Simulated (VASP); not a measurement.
Crystal: Pt3Cl.

```
CELL_PARAMETERS angstrom
6.72242 0.00000 0.00000
-3.36121 5.82178 0.00000
0.00000 0.00000 3.58417
ATOMIC_POSITIONS crystal
Pt 0.83140 0.66280 0.25000
Pt 0.16860 0.83140 0.75000
Pt 0.33720 0.16860 0.25000
Pt 0.16860 0.33720 0.75000
Pt 0.83140 0.16860 0.25000
Pt 0.66280 0.83140 0.75000
Cl 0.33333 0.66667 0.25000
Cl 0.66667 0.33333 0.75000
```

- Program: VASP 6.6.1
- Task: relaxation of cell and atoms
- Functional: PBE
- Potentials or basis: VASP PAW PBE potentials, release 64 (Pt, Cl)
- Cutoff: 600 eV
- k mesh: 3 × 3 × 6
- Occupations: gaussian, width 0.1 eV
- Spin: no spin polarisation

At the start: pressure 0.1 GPa; volume 17.53 Å³/atom.

Question: How do energy, volume and symmetry change on relaxing?

Answer: Over 5 steps the energy falls by 2.6 meV/atom and the volume is 17.55 Å³/atom (+0.1 %); space group P6_3/mmc (No. 194, to 0.1 Å) before and after.

Step by step:
| step | energy change (eV) | largest force (eV/Å) | pressure (GPa) | volume (Å³) |
| --- | --- | --- | --- | --- |
| 1 | 0.0000 | 0.1679 | 0.10 | 140.27 |
| 2 | -0.0130 | 0.1091 | -0.12 | 140.49 |
| 3 | -0.0202 | 0.0218 | -0.40 | 140.80 |
| 4 | -0.0186 | 0.0534 | 0.82 | 139.69 |
| 5 | -0.0208 | 0.0029 | 0.00 | 140.42 |

Final structure:
```
CELL_PARAMETERS angstrom
6.67709 0.00000 0.00000
-3.33854 5.78253 0.00000
0.00000 0.00000 3.63696
ATOMIC_POSITIONS crystal
Pt 0.83322 0.66645 0.25000
Pt 0.16678 0.83322 0.75000
Pt 0.33355 0.16678 0.25000
Pt 0.16678 0.33355 0.75000
Pt 0.83322 0.16678 0.25000
Pt 0.66645 0.83322 0.75000
Cl 0.33333 0.66667 0.25000
Cl 0.66667 0.33333 0.75000
```
